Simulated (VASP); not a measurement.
# Ga2O3 (C2/m) in VASP: a series of runs

Runs on Ga2O3. Level: PBE. Tasks: single point.

Everything below comes from runs of VASP 6.6.1. Logs are shortened: lines on timing, memory, paths and dates and some standing lists are left out, and cuts for length are marked.

## 1. The cell of the first run

The structure is monoclinic, space group C2/m (No. 12). Conventional cell: a = 11.832 Å, b = 2.929 Å, c = 5.861 Å, α = 90.00°, β = 103.03°, γ = 90.00°. Within 2.4 Å of Ga (site symmetry m) lie 4 O at 1.77 to 1.85 Å. Ga (site symmetry m) has 6 O at 1.88 to 2.05 Å within 2.5 Å. Within 2.5 Å of O (site symmetry m) lie 3 Ga at 1.85 to 1.90 Å. O (site symmetry m) has 4 Ga at 1.85 to 2.05 Å and 11 O at 2.57 to 2.93 Å within 3.0 Å. O (site symmetry m) has 3 Ga at 1.77 to 1.88 Å within 2.4 Å.

## 2. Single point, PBE (strain -0.050 along x and y, +0.000 along z)

INCAR

```
SYSTEM = Ga2O3
PREC     = Accurate       ! precision mode
ENCUT    = 600            ! plane-wave cutoff, eV
EDIFF    = 1E-6           ! SCF threshold, eV
ISMEAR   = 0              ! smearing method
SIGMA    = 0.05           ! smearing width, eV
LREAL    = .FALSE.        ! projectors in reciprocal space
LASPH    = .TRUE.         ! aspherical terms in the spheres
NELM     = 120            ! most SCF steps
ALGO     = Normal         ! electronic algorithm
ISIF     = 2              ! what is computed and relaxed
LWAVE    = .FALSE.        ! write WAVECAR
LCHARG   = .FALSE.        ! write CHGCAR
GGA      = PE             ! functional
NBANDS   = 55             ! bands
GGA_COMPAT= .FALSE.      
KPAR     = 4
```

KPOINTS

```
Automatic mesh
0
G
  10 10 6
  0 0 0
```

POSCAR

```
Ga2O3
1.0
    5.9160590369     -1.4646686970      0.0114924410
    5.9160590369      1.4646686970      0.0114924410
   -1.3325872907      0.0000000000      5.7076941939
Ga O
4 6
Direct
    0.0899134338      0.0899134338      0.7947233214
    0.9100865662      0.9100865662      0.2052766786
    0.6585007298      0.6585007298      0.3141978958
    0.3414992702      0.3414992702      0.6858021042
    0.1634883771      0.1634883771      0.1092060624
    0.8365116229      0.8365116229      0.8907939376
    0.1737013129      0.1737013129      0.5643594349
    0.8262986871      0.8262986871      0.4356405651
    0.4960195696      0.4960195696      0.2566813611
    0.5039804304      0.5039804304      0.7433186389
```

Potentials or basis: VASP PAW PBE potentials, release 64 (Ga_d, O).

Command:

```sh
> cat potpaw_PBE.64/Ga_d/POTCAR potpaw_PBE.64/O/POTCAR > POTCAR
> mpirun -np 4 vasp_std > vasp.out
```

OUTCAR:

```text
SYSTEM = Ga2O3
   PREC = Accurate
   ENCUT = 600
   EDIFF = 1E-6
   ISMEAR = 0
   LREAL = .FALSE.
   LASPH = .TRUE.
   NELM = 120
   ISIF = 2
   GGA = PE

 ion  position               nearest neighbor table
   1  0.090  0.090  0.795-  10 1.77  10 1.77   7 1.85   5 1.85
   2  0.910  0.910  0.205-   9 1.77   9 1.77   8 1.85   6 1.85
   3  0.659  0.659  0.314-   9 1.88   5 1.90   5 1.90   8 1.95   7 2.05   7 2.05
   4  0.341  0.341  0.686-  10 1.88   6 1.90   6 1.90   7 1.95   8 2.05   8 2.05
   5  0.163  0.163  0.109-   1 1.85   3 1.90   3 1.90
   6  0.837  0.837  0.891-   2 1.85   4 1.90   4 1.90
   7  0.174  0.174  0.564-   1 1.85   4 1.95   3 2.05   3 2.05
   8  0.826  0.826  0.436-   2 1.85   3 1.95   4 2.05   4 2.05
   9  0.496  0.496  0.257-   2 1.77   2 1.77   3 1.88
  10  0.504  0.504  0.743-   1 1.77   1 1.77   4 1.88

  LATTYP: Found a base centered monoclinic cell.
 ALAT       =    11.8321403988
 B/A-ratio  =     0.2475745973
 C/A-ratio  =     0.4953618677
 COS(beta)  =    -0.2254656238

  Lattice vectors:

 A1 = (   5.9160590369,  -1.4646686970,   0.0114924410)
 A2 = (   5.9160590369,   1.4646686970,   0.0114924410)
 A3 = (  -1.3325872907,   0.0000000000,   5.7076941939)

Analysis of symmetry for initial positions (statically):
=====================================================================
 Subroutine PRICEL returns:
 Original cell was already a primitive cell.

 Routine SETGRP: Setting up the symmetry group for a
 base centered monoclinic supercell.

 Subroutine GETGRP returns: Found  4 space group operations
 (whereof  4 operations were pure point group operations)
 out of a pool of  4 trial point group operations.

The static configuration has the point symmetry C_2h.

Analysis of symmetry for dynamics (positions and initial velocities):
=====================================================================
 Subroutine PRICEL returns:
 Original cell was already a primitive cell.

 Routine SETGRP: Setting up the symmetry group for a
 base centered monoclinic supercell.

 Subroutine GETGRP returns: Found  4 space group operations
 (whereof  4 operations were pure point group operations)
 out of a pool of  4 trial point group operations.

The dynamic configuration has the point symmetry C_2h.

 Subroutine INISYM returns: Found  4 space group operations
 (whereof  4 operations are pure point group operations),
 and found     1 'primitive' translations

----------------------------------------------------------------------------------------

                                     Primitive cell

  volume of cell :      98.9600

  direct lattice vectors                    reciprocal lattice vectors
     5.916059037 -1.464668697  0.011492441     0.084477408 -0.341374129  0.019723117
     5.916059037  1.464668697  0.011492441     0.084477408  0.341374129  0.019723117
    -1.332587291  0.000000000  5.707694194    -0.000340190  0.000000000  0.175122673

  length of vectors
     6.094681370  6.094681370  5.861191167     0.352223976  0.352223976  0.175123004

  position of ions in fractional coordinates (direct lattice)
     0.089913434  0.089913434  0.794723321
     0.910086566  0.910086566  0.205276679
     0.658500730  0.658500730  0.314197896
     0.341499270  0.341499270  0.685802104
     0.163488377  0.163488377  0.109206062
     0.836511623  0.836511623  0.890793938
     0.173701313  0.173701313  0.564359435
     0.826298687  0.826298687  0.435640565
     0.496019570  0.496019570  0.256681361
     0.503980430  0.503980430  0.743318639

  ion indices of the primitive-cell ions
   primitive index   ion index
                 1           1
                 2           2
                 3           3
                 4           4
                 5           5
                 6           6
                 7           7
                 8           8
                 9           9
                10          10

----------------------------------------------------------------------------------------

 KPOINTS: Automatic mesh

Automatic generation of k-mesh.
 Grid dimensions read from file:
 generate k-points for:   10   10    6

 Generating k-lattice:

  Cartesian coordinates                     Fractional coordinates (reciprocal lattice)
     0.008447741 -0.034137413  0.001972312     0.100000000  0.000000000 -0.000000000
     0.008447741  0.034137413  0.001972312     0.000000000  0.100000000 -0.000000000
    -0.000056698  0.000000000  0.029187112     0.000000000  0.000000000  0.166666667

  Length of vectors
     0.035222398  0.035222398  0.029187167

  Shift w.r.t. Gamma in fractional coordinates (k-lattice)
     0.000000000  0.000000000  0.000000000

 Subroutine IBZKPT returns following result:
 ===========================================

 Found    172 irreducible k-points:

 Following reciprocal coordinates:
            Coordinates               Weight
  0.000000  0.000000  0.000000      1.000000
  0.100000 -0.000000  0.000000      4.000000
  0.200000 -0.000000  0.000000      4.000000
  0.300000  0.000000  0.000000      4.000000
  0.400000 -0.000000  0.000000      4.000000
  0.500000 -0.000000  0.000000      2.000000
[... 16 lines left out ...]
  0.300000  0.300000  0.000000      2.000000
  0.400000  0.300000  0.000000      4.000000
 [... further k-points ...]
   k-points           NKPTS =    172   k-points in BZ     NKDIM =    172   number of bands    NBANDS=     55
   number of dos      NEDOS =    301   number of ions     NIONS =     10
   total plane-waves  NPLWV = 120000
   dimension x,y,z NGX =    50 NGY =   50 NGZ =   48
   dimension x,y,z NGXF=   100 NGYF=  100 NGZF=   96
   ions per type =               4   6
   NGX,Y,Z   is equivalent  to a cutoff of  13.64, 13.64, 13.61 a.u.
   NGXF,Y,Z  is equivalent  to a cutoff of  27.28, 27.28, 27.23 a.u.
 SYSTEM =  Ga2O3
   PREC   = accura    normal or accurate (medium, high low for compatibility)
   ISTART =      0    job   : 0-new  1-cont  2-samecut
   ICHARG =      2    charge: 1-file 2-atom 10-const
   ISPIN  =      1    spin polarized calculation?
   LNONCOLLINEAR =      F non collinear calculations
   LSORBIT =      F    spin-orbit coupling
   LASPH  =      T    aspherical Exc in radial PAW
   ENCUT  =  600.0 eV  44.10 Ry    6.64 a.u.  12.17 12.17 11.71*2*pi/ulx,y,z
   NELM   =    120;   NELMIN=  2; NELMDL= -5     # of ELM steps
   EDIFF  = 0.1E-05   stopping-criterion for ELM
   LREAL  =      F    real-space projection
   EDIFFG = 0.1E-04   stopping-criterion for IOM
   NSW    =      0    number of steps for IOM
   IBRION =     -1    ionic relax: 0-MD 1-quasi-New 2-CG
   NFREE  =      0    steps in history (QN), initial steepest desc. (CG)
   ISIF   =      2    stress and relaxation
   ISYM   =      2    0-nonsym 1-usesym 2-fastsym
   POTIM  = 0.5000    time-step for ionic-motion
   TEBEG  =    0.0;   TEEND  =   0.0 temperature during run
   PSTRESS=    0.0 pullay stress
   NELECT =      88.0000    total number of electrons
   NUPDOWN=      -1.0000    fix difference up-down
   EMIN   =  10.00;   EMAX   =-10.00  energy-range for DOS
   EFERMI =   0.00;   METHOD = LEGACY
   ISMEAR =     0;   SIGMA  =   0.05  broadening in eV -4-tet -1-fermi 0-gaus
   EFERMI_NEDOS =   21; number of points for ismear=-14 and -15
   IALGO  =     38    algorithm
   IMIX   =      4    mixing-type and parameters
     AMIX     =   0.40;   BMIX     =  1.00
     AMIX_MAG =   1.60;   BMIX_MAG =  1.00
  volume/ion in A,a.u.               =       9.90        66.78
  Fermi-wavevector in a.u.,A,eV,Ry     =   1.574282  2.974962 33.720190  2.478364
  Thomas-Fermi vector in A             =   2.675440
   LORBIT       =      0    0 simple, 1 ext, 2 COOP (PROOUT), +10 PAW based schemes
   GGA     = PE    functional components
   LHFCALC =     F    Hartree Fock is set to
   AEXX    =    0.0000 exact exchange contribution
   IVDW    =     0    specifies the selected vdW correction
   LEPSILON=     F    determine dielectric tensor
   LRPA    =     F    only Hartree local field effects (RPA)
 non-spin polarized calculation
 Gauss-broadening in eV      SIGMA  =   0.05
  energy-cutoff  :      600.00
  volume of cell :       98.96
 maximum number of plane-waves:      3325
 NGX is ok and might be reduce to    50
   NGX = 25   NGY = 25   NGZ = 23

 number of electron      87.9999998 magnetization

 Free energy of the ion-electron system (eV)
  ---------------------------------------------------
  ext. energy  EPLUGINS =         0.00000000
  ---------------------------------------------------
  free energy    TOTEN  =       -58.71575114 eV

  energy without entropy =      -58.71575114  energy(sigma->0) =      -58.71575114

 E-fermi :   4.7473     XC(G=0): -11.9401

 val. band max:        4.4467905260   @ k =   0.5000   0.4000   0.5000
 cond. band min:       7.3032345993   @ k =   0.0000   0.0000   0.0000
 fundamental gap:      2.8564440734
 Fermi energy:         4.7473143699

 k-point     1 :       0.0000    0.0000    0.0000
  band No.  band energies     occupation
      1     -14.9926      2.00000
      2     -14.0653      2.00000
      3     -13.7581      2.00000
      4     -13.2671      2.00000
      5     -12.8212      2.00000
      6     -12.8210      2.00000
[... 47 lines left out ...]
     54      17.5490      0.00000
     55      17.6356      0.00000

 k-point     2 :       0.1000   -0.0000    0.0000
  band No.  band energies     occupation
      1     -14.9075      2.00000
      2     -14.0268      2.00000
      3     -13.7371      2.00000
      4     -13.2207      2.00000
      5     -12.8182      2.00000
      6     -12.8147      2.00000
[... 47 lines left out ...]
     54      16.8145      0.00000
     55      16.9892      0.00000
[... 1216 lines left out ...]
     54      16.9087      0.00000
     55      17.8890      0.00000

 k-point    24 :       0.4000    0.3000    0.0000
  band No.  band energies     occupation
      1     -14.6845      2.00000
      2     -14.1743      2.00000
      3     -13.9778      2.00000
      4     -13.0875      2.00000
      5     -12.8263      2.00000
      6     -12.8152      2.00000
[... 47 lines left out ...]
     54      16.4104      0.00000
     55      17.5697      0.00000

 [... further k-points ...]

------------------------ aborting loop because EDIFF is reached ----------------------------------------

  FORCE on cell =-STRESS in cart. coord.  units (eV):
  Direction    XX          YY          ZZ          XY          YZ          ZX
  --------------------------------------------------------------------------------------
  -------------------------------------------------------------------------------------
  Total       16.8364335     21.1259296      6.8479627      0.0000000      0.0000000      0.2908189
  in kB      272.5845051    342.0321219    110.8695933      0.0000000      0.0000000      4.7084039
  external PRESSURE =     241.8287401 kB  Pullay stress =       0.0000000 kB

 VOLUME and BASIS-vectors are now :
 -----------------------------------------------------------------------------
  energy-cutoff  :      600.00
  volume of cell :       98.96
      direct lattice vectors                 reciprocal lattice vectors
     5.916059037 -1.464668697  0.011492441     0.084477408 -0.341374129  0.019723117
     5.916059037  1.464668697  0.011492441     0.084477408  0.341374129  0.019723117
    -1.332587291  0.000000000  5.707694194    -0.000340190  0.000000000  0.175122673

 POSITION                                       TOTAL-FORCE (eV/Angst)
 -----------------------------------------------------------------------------------
      0.00483      0.00000      4.53810         1.334161      0.000000      0.874729
     10.49470      0.00000      1.19257        -1.334161      0.000000     -0.874729
      7.37276      0.00000      1.80848         0.353946      0.000000      0.230968
      3.12677      0.00000      3.92220        -0.353946      0.000000     -0.230968
      1.78889      0.00000      0.62707         0.403012      0.000000     -0.602352
      8.71064      0.00000      5.10361        -0.403012      0.000000      0.602352
      1.30320      0.00000      3.22518        -0.433157      0.000000     -0.166140
      9.19633      0.00000      2.50550         0.433157      0.000000      0.166140
      5.52691      0.00000      1.47646         0.635660      0.000000      0.355754
      4.97262      0.00000      4.25422        -0.635660      0.000000     -0.355754
 -----------------------------------------------------------------------------------
    total drift:                                0.000000      0.000000     -0.000000

  FREE ENERGIE OF THE ION-ELECTRON SYSTEM (eV)
  ---------------------------------------------------
  free  energy   TOTEN  =       -58.7157511363 eV

  energy  without entropy=      -58.7157511363  energy(sigma->0) =      -58.71575114
```

Run time: 21 min. Hardware: 4 MPI ranks of Oxide Virtual Turin-like, shared host; peak memory 0.89 GiB.

What came out:

* Free energy: -58.7158 eV
* Pressure: 24.2 GPa
* Largest force: 1.595 eV/Å
* Band gap on the k mesh: 2.86 eV (least direct gap 3.00 eV)

Forces on the atoms (eV/Å):
```
Ga   1.334  0.000  0.875
Ga  -1.334  0.000 -0.875
Ga   0.354  0.000  0.231
Ga  -0.354  0.000 -0.231
O    0.403  0.000 -0.602
O   -0.403  0.000  0.602
O   -0.433  0.000 -0.166
O    0.433  0.000  0.166
O    0.636  0.000  0.356
O   -0.636  0.000 -0.356
```

Stress tensor (GPa, compression positive):
```
27.26  0.00  0.47
 0.00 34.20  0.00
 0.47  0.00 11.09
```

Caveat: the cell differs from its parent crystal (strain -0.050 along x and y, +0.000 along z); the stress differs along the axes, from 11 to 34 GPa; forces of over 1 eV/Å act on the atoms, so gaps and moduli don't describe the material at rest. A k mesh can miss the band edges.

## 3. Single point, PBE (strain -0.025 along x and y, -0.050 along z)

INCAR

```
SYSTEM = Ga2O3
  ALGO = Normal
  EDIFF = 1E-6
  ENCUT = 600
  GGA = PE
  GGA_COMPAT = .FALSE.
  ISIF = 2
  ISMEAR = 0
  KPAR = 4
  LASPH = .TRUE.
  LCHARG = .TRUE.
  LREAL = .FALSE.
  LVHAR = .TRUE.
  LWAVE = .FALSE.
  NBANDS = 55
  NELM = 120
  PREC = Accurate
  SIGMA = 0.05
```

KPOINTS

```
k-points
0
G
  10 10 6
  0 0 0
```

Changes to POSCAR since step 2:

```diff
@@ -2,5 +2,5 @@
 1.0
-    5.9160590369     -1.4646686970      0.0114924410
-    5.9160590369      1.4646686970      0.0114924410
-   -1.3325872907      0.0000000000      5.7076941939
+    6.0717448011     -1.5032126101      0.0109178190
+    6.0717448011      1.5032126101      0.0109178190
+   -1.3676553773      0.0000000000      5.4223094842
 Ga O
```

Potentials or basis: VASP PAW PBE potentials, release 64 (Ga_d, O).

Command:

```sh
> cat potpaw_PBE.64/Ga_d/POTCAR potpaw_PBE.64/O/POTCAR > POTCAR
> mpirun -np 4 vasp_std > vasp.out
```

Wall time 27 min (4 MPI ranks of Oxide Virtual Turin-like, shared host); peak memory 0.9 GiB.

It converged, with:

```yaml
Free_energy: -58.8889 eV
Pressure: 23.5 GPa
Largest_force: 0.839 eV/Å
Band_gap_on_the_k_mesh: 2.78 eV
```

Forces on the atoms (eV/Å):
```
Ga  -0.222  0.000 -0.641
Ga   0.222  0.000  0.641
Ga  -0.191  0.000  0.206
Ga   0.191  0.000 -0.206
O    0.741  0.000  0.395
O   -0.741  0.000 -0.395
O    0.070  0.000 -0.088
O   -0.070  0.000  0.088
O    0.426  0.000  0.137
O   -0.426  0.000 -0.137
```

Stress tensor (GPa, compression positive):
```
19.34  0.00  0.48
 0.00 21.20  0.00
 0.48  0.00 30.03
```

Levels at points of the mesh, in eV from the valence-band top:
```
           k point  band 42  band 43  band 44  band 45  band 46  band 47
(0.00, 0.00, 0.00)    -0.66    -0.46     0.00     2.78     6.11     6.75
(0.50, 0.00, 0.00)    -0.82    -0.64    -0.09     5.89     7.10     7.81
(0.50, 0.50, 0.00)    -0.86    -0.67    -0.12     4.90     5.21     5.80
(0.00, 0.00, 0.50)    -0.82    -0.67    -0.51     5.10     5.27     7.06
(0.50, 0.00, 0.50)    -1.30    -0.97    -0.81     7.26     7.32     8.31
(0.50, 0.50, 0.50)    -0.79    -0.74    -0.16     5.57     5.62     6.57
```

Caveat: the cell differs from its parent crystal (strain -0.025 along x and y, -0.050 along z); the stress differs along the axes, from 19 to 30 GPa. A k mesh can miss the band edges.

(Continued in part 2 of 2.)
